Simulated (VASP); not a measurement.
Here is a VASP 6.6.1 calculation.

POSCAR

```
CdSe
1.0
    0.0000000000      2.8739580000      2.8739580000
    2.8739580000      0.0000000000      2.8739580000
    2.8739580000      2.8739580000      0.0000000000
Cd Se
1 1
Direct
    0.0000000000      0.0000000000      0.0000000000
    0.5000000000      0.5000000000      0.5000000000
```

File INCAR.step1:

```
ALGO = Normal ; EDIFF = 1E-4
ENCUT = 520 ; GGA = PE
ISMEAR = -1 ; LASPH = True
LCHARG = False ; LREAL = False
LWAVE = True ; NBANDS = 16
NELM = 60 ; PREC = Accurate
SIGMA = 0.05
```

The input INCAR.step2:

```
ALGO = Normal ; EDIFF = 1E-6
ENCUT = 520 ; ISIF = 2
ISMEAR = -1 ; ISTART = 1
LASPH = True ; LCHARG = False
LMIXTAU = True ; LREAL = False
LWAVE = False ; METAGGA = R2SCAN
NBANDS = 16 ; NELM = 60
PREC = Accurate ; SIGMA = 0.05
```

File KPOINTS:

```
k-points
0
Gamma
  8 8 8
```

Potentials or basis: VASP PAW PBE potentials, release 64 (Cd, Se).

Command:

```sh
$ cat potpaw_PBE.64/Cd/POTCAR potpaw_PBE.64/Se/POTCAR > POTCAR
$ cp INCAR.step1 INCAR
$ mpirun -np 1 vasp_std > vasp.out
$ cp INCAR.step2 INCAR
$ mpirun -np 1 vasp_std > vasp.out
```

Q: Predict the pressure.

A: -1.8 GPa.

Caveat: the PAW data sets were made with another functional, which shifts forces and pressure a little.
